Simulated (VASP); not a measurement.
Runs of VASP 6.6.1 on AlN. The cells are those of the table. 

```csv
cell,gap on the mesh (eV),pressure (GPa),largest force (eV/Å)
"a = 3.089, b = 3.089, c = 9.591 Å, angles 88.5, 89.2, 60.0°, 8 atoms",(c),11.1,7.84
"a = 3.089, b = 3.089, c = 9.673 Å, angles 82.4, 86.2, 60.0°, 8 atoms",2.12,4.9,3.57
"a = 3.089, b = 3.089, c = 9.901 Å, angles 87.0, 88.5, 60.0°, 8 atoms",(a),(b),1.00
"a = 3.089, b = 3.089, c = 9.618 Å, angles 85.4, 87.7, 60.0°, 8 atoms",3.50,7.4,4.09
```

Alike in all rows: task single point; level LDA; potentials or basis VASP PAW LDA potentials, release 64 (Al, N); no spin polarisation; k mesh 8 × 8 × 3; cutoff (eV) 520; smearing gaussian 0.05 eV.

Problem. Estimate the missing entries.

Solution. (a) 4.10; (b) 0.1; (c) 4.41.

Caveats: forces of over 1 eV/Å act on the atoms, so gaps and moduli don't describe the material at rest (at least some runs); the stress differs along the axes, from 2 to 28 GPa (at least some runs); the stress differs along the axes, from -8 to 22 GPa (at least some runs); the stress differs along the axes, from -2 to 21 GPa (at least some runs).

A k mesh can miss the band edges.
